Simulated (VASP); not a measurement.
Re, 2 atoms in the cell. It takes space group Fd-3m (No. 227, cubic). Conventional cell: a = 5.614 Å, b = 5.614 Å, c = 5.614 Å, α = 90.00°, β = 90.00°, γ = 90.00°. Re (site symmetry -43m) has 4 Re at 2.43 Å within 3.2 Å. 

* Program: VASP 6.6.1
* Task: relaxation of cell and atoms
* Functional: r2SCAN
* Potentials or basis: VASP PAW PBE potentials, release 64 (Re)
* Cutoff: 600 eV
* k mesh: 8 × 8 × 8
* Occupations: methfessel-paxton, width 0.05 eV
* Spin: no spin polarisation
* Dipole correction: no
* Further INCAR settings: ALGO = Normal; EDIFF = 1e-06; IBRION = 2; EDIFFG = -0.01; NSW = 80; ISIF = 3

Potentials or basis: VASP PAW PBE potentials, release 64 (Re).

Command:

```sh
$ cat potpaw_PBE.64/Re/POTCAR > POTCAR
$ cp INCAR.step1 INCAR
$ mpirun -np 1 vasp_std > vasp.out
$ cp INCAR.step2 INCAR
$ mpirun -np 1 vasp_std > vasp.out
```

Hardware: 1 thread of Intel(R) Xeon(R) 6975P-C (Granite Rapids) (shared host).

Q: How long does it take, and how much memory?

A: Wall time 74 s on 1 thread of Intel(R) Xeon(R) 6975P-C (Granite Rapids), with other jobs on the host, peak memory 0.19 GiB. Counts: k points 29, ion steps 3.
